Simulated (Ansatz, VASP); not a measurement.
## Two plane-wave programs on MoS2

Contents of INCAR:

```
PREC = Accurate ; ENCUT = 600
EDIFF = 1E-6 ; ISMEAR = -1
SIGMA = 0.05 ; LREAL = False
LASPH = True ; NELM = 80
ALGO = Normal ; ISIF = 3
LWAVE = False ; LCHARG = False
GGA = B5 ; ALDAX = 1.0
AGGAX = 1.0 ; AGGAC = 1.0
ALDAC = 0.0 ; IVDW = 13
VDW_S6 = 1.0 ; VDW_S8 = 2.34076671
VDW_A1 = 0.44488865 ; VDW_A2 = 4.0933009
IBRION = 2 ; NSW = 60
EDIFFG = -0.01
```

KPOINTS

```
Automatic mesh
0
Gamma
  10 10 1
```

POSCAR

```
MoS2
1.0
    3.1840155185      0.0000000000      0.0000000000
   -1.5920077592      2.7574383250      0.0000000000
    0.0000000000      0.0000000000     28.3873198000
Mo S
3 6
Direct
    0.3333333333      0.6666666667      0.2281647700
    0.3333333333      0.6666666667      0.7718352300
    0.6666666667      0.3333333333      0.0000000000
    0.6666666667      0.3333333333      0.1734930900
    0.6666666667      0.3333333333      0.7171875100
    0.3333333333      0.6666666667      0.9453341200
    0.6666666667      0.3333333333      0.2828124900
    0.6666666667      0.3333333333      0.8265069100
    0.3333333333      0.6666666667      0.0546658800
```

input.yaml

```yaml
crystal:
  lattice:
    - [3.1840155185, 0.0, 0.0]
    - [-1.5920077592, 2.757438325, 0.0]
    - [0.0, 0.0, 28.3873198]
  atoms:
    - { symbol: Mo, position: [0.3333333333, 0.6666666667, 0.22816477] }
    - { symbol: Mo, position: [0.3333333333, 0.6666666667, 0.77183523] }
    - { symbol: Mo, position: [0.6666666667, 0.3333333333, 0.0] }
    - { symbol: S, position: [0.6666666667, 0.3333333333, 0.17349309] }
    - { symbol: S, position: [0.6666666667, 0.3333333333, 0.71718751] }
    - { symbol: S, position: [0.3333333333, 0.6666666667, 0.94533412] }
    - { symbol: S, position: [0.6666666667, 0.3333333333, 0.28281249] }
    - { symbol: S, position: [0.6666666667, 0.3333333333, 0.82650691] }
    - { symbol: S, position: [0.3333333333, 0.6666666667, 0.05466588] }
hamiltonian:
  xc: blyp
  pseudopotentials: { kind: paw }
  dispersion: d4
kpoints:
  mp_grid: { grid: [10, 10, 1] }
scf:
  occupations: { method: fermi_dirac, width: 0.05 }
output:
  forces: true
  stress: true
  eigenvalues: true
  write_density: true
  write_potential: true
  elf: true
  volumetric_format: npy
relax:
  f_tol: 0.01
  max_steps: 40
  cell: { stress_tol: 0.05 }
```

Alike in both runs: task relaxation of cell and atoms; functional BLYP; dispersion D4; k mesh 10 × 10 × 1; occupations fermi-dirac, width 0.05 eV; no spin polarisation.

```csv
,VASP,Ansatz
version,VASP 6.6.1,Ansatz 0.2.0
potentials or method,"VASP PAW PBE potentials, release 64 (Mo_sv, S)",Ansatz PAW
plane-wave cutoff (eV),600,420
valence electrons in the cell,78,78
```

|  | VASP | Ansatz | Ansatz less VASP |
| --- | --- | --- | --- |
| gap on the k mesh at the Fermi level, each at its own relaxed structure (eV) | 0.98 | 0.97 | -0.013 |
| relaxed volume (Å³/atom) | 26.05 | 26.65 | +0.600 |
| relaxed length of the cell vector where the two differ most in proportion (Å) | 26.466 | 27.090 | +0.6232 |

VASP's potentials were made for PBE, not for BLYP.

Noted on Ansatz's run: the plane-wave basis is chosen anew once the cell has moved, so the energies of steps on either side of that aren't comparable.
